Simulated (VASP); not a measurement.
# P in VASP: further runs

The runs below take P through single point, with PBEsol.

Everything below comes from runs of VASP 6.6.1. Logs are shortened: lines on timing, memory, paths and dates and some standing lists are left out, and cuts for length are marked.

## 1. The cell of the first run

The cell holds a slab with vacuum, 4 atoms: a = 3.284 Å, b = 34.857 Å, c = 4.748 Å, α = 90.00°, β = 90.00°, γ = 90.00°.

## 2. Single point, PBEsol (strain +0.000 along x and y, +0.025 along z)

The input, INCAR:

```
PREC     = Accurate       # precision mode
ENCUT    = 520            # plane-wave cutoff, eV
EDIFF    = 1E-7           # SCF threshold, eV
ISMEAR   = 0              # smearing method
SIGMA    = 0.05           # smearing width, eV
LREAL    = F              # projectors in reciprocal space
LASPH    = T              # aspherical terms in the spheres
NELM     = 100            # most SCF steps
ALGO     = Normal         # electronic algorithm
ISIF     = 2              # what is computed and relaxed
LWAVE    = F              # write WAVECAR
LCHARG   = F              # write CHGCAR
GGA      = PS             # functional
NBANDS   = 18             # bands
```

The input, KPOINTS:

```
regular mesh
0
Gamma
  8 1 6
```

The input, POSCAR:

```
P
1.0
    3.2837277200      0.0000000000      0.0000000000
    0.0000000000     34.8570309900      0.0000000000
    0.0000000000      0.0000000000      4.7478868277
P
4
Direct
    0.0000000000      0.9702614300      0.5921507200
    0.0000000000      0.0297385700      0.4078492800
    0.5000000000      0.0297385700      0.0921507200
    0.5000000000      0.9702614300      0.9078492800
```

Potentials or basis: VASP PAW PBE potentials, release 64 (P).

Launch:

```
$ cat potpaw_PBE.64/P/POTCAR > POTCAR
$ mpirun -np 1 vasp_std > vasp.out
```

OUTCAR:

```text
PREC = Accurate
   ENCUT = 520
   EDIFF = 1E-7
   ISMEAR = 0
   LREAL = F
   LASPH = T
   NELM = 100
   ISIF = 2
   GGA = PS

 ion  position               nearest neighbor table
   1  0.000  0.970  0.592-   4 2.22   4 2.22   2 2.25
   2  0.000  0.030  0.408-   3 2.22   3 2.22   1 2.25
   3  0.500  0.030  0.092-   2 2.22   2 2.22   4 2.25
   4  0.500  0.970  0.908-   1 2.22   1 2.22   3 2.25

  LATTYP: Found a simple orthorhombic cell.
 ALAT       =     3.2837277200
 B/A-ratio  =     1.4458832256
 C/A-ratio  =    10.6150795566

  Lattice vectors:

 A1 = (  -3.2837277200,   0.0000000000,   0.0000000000)
 A2 = (   0.0000000000,   0.0000000000,   4.7478868277)
 A3 = (   0.0000000000,  34.8570309900,   0.0000000000)

Analysis of symmetry for initial positions (statically):
=====================================================================
 Subroutine PRICEL returns:
 Original cell was already a primitive cell.

 Routine SETGRP: Setting up the symmetry group for a
 simple orthorhombic supercell.

 Subroutine GETGRP returns: Found  8 space group operations
 (whereof  4 operations were pure point group operations)
 out of a pool of  8 trial point group operations.

The static configuration has the point symmetry C_2h.
 The point group associated with its full space group is D_2h.

Analysis of symmetry for dynamics (positions and initial velocities):
=====================================================================
 Subroutine PRICEL returns:
 Original cell was already a primitive cell.

 Routine SETGRP: Setting up the symmetry group for a
 simple orthorhombic supercell.

 Subroutine GETGRP returns: Found  8 space group operations
 (whereof  4 operations were pure point group operations)
 out of a pool of  8 trial point group operations.

The dynamic configuration has the point symmetry C_2h.
 The point group associated with its full space group is D_2h.

 Subroutine INISYM returns: Found  8 space group operations
 (whereof  4 operations are pure point group operations),
 and found     1 'primitive' translations

----------------------------------------------------------------------------------------

                                     Primitive cell

[... 84 lines left out ...]
   LNONCOLLINEAR =      F non collinear calculations
   LSORBIT =      F    spin-orbit coupling
   LASPH  =      T    aspherical Exc in radial PAW
   ENCUT  =  520.0 eV  38.22 Ry    6.18 a.u.   6.11 64.81  8.83*2*pi/ulx,y,z
   NELM   =    100;   NELMIN=  2; NELMDL= -5     # of ELM steps
   EDIFF  = 0.1E-06   stopping-criterion for ELM
   LREAL  =      F    real-space projection
   EDIFFG = 0.1E-05   stopping-criterion for IOM
   NSW    =      0    number of steps for IOM
   IBRION =     -1    ionic relax: 0-MD 1-quasi-New 2-CG
   NFREE  =      0    steps in history (QN), initial steepest desc. (CG)
   ISIF   =      2    stress and relaxation
   ISYM   =      2    0-nonsym 1-usesym 2-fastsym
   POTIM  = 0.5000    time-step for ionic-motion
   TEBEG  =    0.0;   TEEND  =   0.0 temperature during run
   PSTRESS=    0.0 pullay stress
   NELECT =      20.0000    total number of electrons
   NUPDOWN=      -1.0000    fix difference up-down
   EMIN   =  10.00;   EMAX   =-10.00  energy-range for DOS
   EFERMI =   0.00;   METHOD = LEGACY
   ISMEAR =     0;   SIGMA  =   0.05  broadening in eV -4-tet -1-fermi 0-gaus
   EFERMI_NEDOS =   21; number of points for ismear=-14 and -15
   IALGO  =     38    algorithm
   IMIX   =      4    mixing-type and parameters
     AMIX     =   0.40;   BMIX     =  1.00
     AMIX_MAG =   1.60;   BMIX_MAG =  1.00
  volume/ion in A,a.u.               =     135.86       916.84
  Fermi-wavevector in a.u.,A,eV,Ry     =   0.544543  1.029037  4.034496  0.296527
  Thomas-Fermi vector in A             =   1.573512
   LORBIT       =      0    0 simple, 1 ext, 2 COOP (PROOUT), +10 PAW based schemes
   GGA     = PS    functional components
   LHFCALC =     F    Hartree Fock is set to
   AEXX    =    0.0000 exact exchange contribution
   IVDW    =     0    specifies the selected vdW correction
   LEPSILON=     F    determine dielectric tensor
   LRPA    =     F    only Hartree local field effects (RPA)
 non-spin polarized calculation
 Gauss-broadening in eV      SIGMA  =   0.05
  energy-cutoff  :      520.00
  volume of cell :      543.45
 maximum number of plane-waves:     14716
   NGX = 13   NGY =129   NGZ = 17

 number of electron      20.0000001 magnetization

 Free energy of the ion-electron system (eV)
  ---------------------------------------------------
  ext. energy  EPLUGINS =         0.00000000
  ---------------------------------------------------
  free energy    TOTEN  =       -22.79138025 eV

  energy without entropy =      -22.79138025  energy(sigma->0) =      -22.79138025

 E-fermi :  -3.3639     XC(G=0):  -1.7371

 val. band max:       -3.5931779020   @ k =   0.0000   0.0000   0.0000
 cond. band min:      -2.5507657756   @ k =   0.0000   0.0000   0.0000
 fundamental gap:      1.0424121264
 Fermi energy:        -3.3638810561

 k-point     1 :       0.0000    0.0000    0.0000
  band No.  band energies     occupation
      1     -18.4695      2.00000
      2     -16.0243      2.00000
      3     -12.9141      2.00000
      4      -9.2189      2.00000
      5      -8.3409      2.00000
      6      -8.0780      2.00000
[... 397 lines left out ...]
      5      -8.4939      2.00000
      6      -8.4939      2.00000
[... 10 lines left out ...]
     17       3.0329      0.00000
     18       3.0329      0.00000

------------------------ aborting loop because EDIFF is reached ----------------------------------------

  FORCE on cell =-STRESS in cart. coord.  units (eV):
  Direction    XX          YY          ZZ          XY          YZ          ZX
  --------------------------------------------------------------------------------------
  -------------------------------------------------------------------------------------
  Total       -1.2375826     -0.1039061     -1.7851751      0.0000000      0.0000000      0.0000000
  in kB       -3.6486052     -0.3063331     -5.2630019      0.0000000      0.0000000      0.0000000
  external PRESSURE =      -3.0726467 kB  Pullay stress =       0.0000000 kB

 VOLUME and BASIS-vectors are now :
 -----------------------------------------------------------------------------
  energy-cutoff  :      520.00
  volume of cell :      543.45
      direct lattice vectors                 reciprocal lattice vectors
     3.283727720  0.000000000  0.000000000     0.304531948  0.000000000  0.000000000
     0.000000000 34.857030990  0.000000000     0.000000000  0.028688617  0.000000000
     0.000000000  0.000000000  4.747886828     0.000000000  0.000000000  0.210620016

 POSITION                                       TOTAL-FORCE (eV/Angst)
 -----------------------------------------------------------------------------------
      0.00000     33.82043      2.81146         0.000000      0.021686      0.116954
      0.00000      1.03660      1.93642        -0.000000     -0.021686     -0.116954
      1.64186      1.03660      0.43752        -0.000000     -0.021686      0.116954
      1.64186     33.82043      4.31037        -0.000000      0.021686     -0.116954
 -----------------------------------------------------------------------------------
    total drift:                               -0.000000      0.000000     -0.000000

  FREE ENERGIE OF THE ION-ELECTRON SYSTEM (eV)
  ---------------------------------------------------
  free  energy   TOTEN  =       -22.7913802486 eV

  energy  without entropy=      -22.7913802486  energy(sigma->0) =      -22.79138025
```

OSZICAR:

```text
N       E                     dE             d eps       ncg     rms          rms(c)
DAV:   1     0.137757677778E+03    0.13776E+03   -0.54486E+03   720   0.718E+02
DAV:   2    -0.381485181533E+01   -0.14157E+03   -0.12987E+03  1184   0.132E+02
DAV:   3    -0.225940528001E+02   -0.18779E+02   -0.18687E+02   982   0.575E+01
DAV:   4    -0.230110468092E+02   -0.41699E+00   -0.41564E+00  1010   0.111E+01
[... 17 lines left out ...]
DAV:  22    -0.227913789947E+02   -0.12933E-05   -0.20536E-08   682   0.590E-04    0.595E-04
DAV:  23    -0.227913798829E+02   -0.88823E-06   -0.13852E-08   742   0.368E-04    0.159E-04
DAV:  24    -0.227913800879E+02   -0.20503E-06   -0.10582E-09   720   0.134E-04    0.158E-04
DAV:  25    -0.227913802159E+02   -0.12800E-06   -0.46437E-10   650   0.889E-05    0.848E-05
DAV:  26    -0.227913802486E+02   -0.32701E-07    0.19911E-10   640   0.474E-05
   1 F= -.22791380E+02 E0= -.22791380E+02  d E =-.433169E-12
```

stdout:

```text
POSCAR found type information on POSCAR P
 POSCAR found :  1 types and       4 ions
 scaLAPACK will be used
 -----------------------------------------------------------------------------
|                                                                             |
|                                                                             |
|     You enforced a specific xc type in the INCAR file but a different       |
|     I HOPE YOU KNOW WHAT YOU ARE DOING!                                     |
|                                                                             |
 -----------------------------------------------------------------------------

 LDA part: xc-table for (Slater+PW92), standard interpolation
 POSCAR, INCAR and KPOINTS ok, starting setup
 FFT: planning ... GRIDC
 FFT: planning ... GRID_SOFT
 FFT: planning ... GRID
 WAVECAR not read
 entering main loop
```

Run time: 5.6 min. Hardware: 1 thread of Intel Xeon 6975P-C, shared host; peak memory 0.57 GiB.

Results:

* Free energy: -22.7914 eV
* Largest force: 0.119 eV/Å
* Band gap on the k mesh: 1.04 eV, direct

Forces in eV/Å, atoms in the order of the input:
```
P    0.000  0.022  0.117
P    0.000 -0.022 -0.117
P    0.000 -0.022  0.117
P    0.000  0.022 -0.117
```

Levels at points of the mesh, in eV from the valence-band top:
```
           k point  band 8  band 9  band 10  band 11  band 12  band 13
(0.00, 0.00, 0.00)   -1.57   -1.54     0.00     1.04     1.73     2.75
(0.50, 0.00, 0.00)   -2.69   -1.89    -1.89     1.14     1.14     2.24
(0.00, 0.00, 0.50)   -2.38   -1.45    -1.45     2.18     2.18     3.73
(0.50, 0.00, 0.50)   -4.44   -0.96    -0.96     2.39     2.39     3.50
```

Caveat: the cell differs from its parent crystal (strain +0.000 along x and y, +0.025 along z); the PAW data sets were made with another functional, which shifts forces and pressure a little.

(Continued in part 2 of 2.)
